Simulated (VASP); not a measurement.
Here is a VASP 6.6.1 calculation.

POSCAR

```
CdSb2C
1.0
    3.8611401708      0.0000000000      0.0000000000
    0.0000000000      3.8611401708      0.0000000000
    0.0000000000      0.0000000000      6.7053429682
Cd Sb C
1 2 1
Direct
    0.0000000000      0.0000000000      0.0000000000
    0.0000000000      0.5000000000      0.3165896980
    0.5000000000      0.0000000000      0.6834103020
    0.5000000000      0.5000000000      0.5000000000
```

The input INCAR.step1:

```
SYSTEM = CdSb2C
  PREC = Accurate
  ENCUT = 600
  ISMEAR = -1
  SIGMA = 0.02
  LREAL = .False.
  LASPH = .True.
  NELM = 100
  GGA = PE
  ALGO = Normal
  EDIFF = 1E-4
  LWAVE = .True.
  LCHARG = .False.
```

The input INCAR.step2:

```
SYSTEM = CdSb2C
  PREC = Accurate
  ENCUT = 600
  EDIFF = 1E-6
  ISMEAR = -1
  SIGMA = 0.02
  LREAL = .False.
  LASPH = .True.
  NELM = 100
  ALGO = Normal
  ISIF = 3
  LWAVE = .False.
  LCHARG = .False.
  METAGGA = R2SCAN
  LMIXTAU = .True.
  IBRION = 2
  NSW = 80
  EDIFFG = -0.005
  ISTART = 1
```

The input KPOINTS:

```
regular mesh
0
Gamma
  6 6 4
  0 0 0
```

Potentials or basis: VASP PAW PBE potentials, release 64 (Cd, Sb, C).

Run with:

```sh
$ cat potpaw_PBE.64/Cd/POTCAR potpaw_PBE.64/Sb/POTCAR potpaw_PBE.64/C/POTCAR > POTCAR
$ cp INCAR.step1 INCAR
$ mpirun -np 1 vasp_std > vasp.out
$ cp INCAR.step2 INCAR
$ mpirun -np 1 vasp_std > vasp.out
```

Predict the relaxed cell.

a = 3.839 Å, b = 3.839 Å, c = 6.599 Å, α = 90.00°, β = 90.00°, γ = 90.00°.

Predict the space group after relaxing (to 0.05 Å).

P-4m2 (No. 115).

What does it give for the relaxed volume?

24.31 Å³/atom.

Predict the band gap on the k mesh.

zero (band 13 reaches 6.02 eV, above the bottom of band 14 at 5.38 eV).

Step by step:
```csv
step,energy change (eV),largest force (eV/Å),pressure (GPa),volume (Å³)
1,0.0000,0.2083,-1.44,99.97
2,-0.0161,0.2470,0.40,96.75
3,-0.0162,0.2450,0.26,96.98
4,-0.0216,0.1487,0.23,96.91
5,-0.0237,0.0023,0.23,96.84
6,-0.0239,0.0022,-0.15,97.43
7,-0.0240,0.0022,-0.01,97.23
8,-0.0240,0.0021,-0.02,97.24
9,-0.0240,0.0035,-0.01,97.24
10,-0.0240,0.0051,-0.01,97.25
11,-0.0240,0.0050,0.00,97.25
```

Caveat: the PAW data sets were made with another functional, which shifts forces and pressure a little; spin-orbit coupling is left out, which moves the levels of the heavy elements.
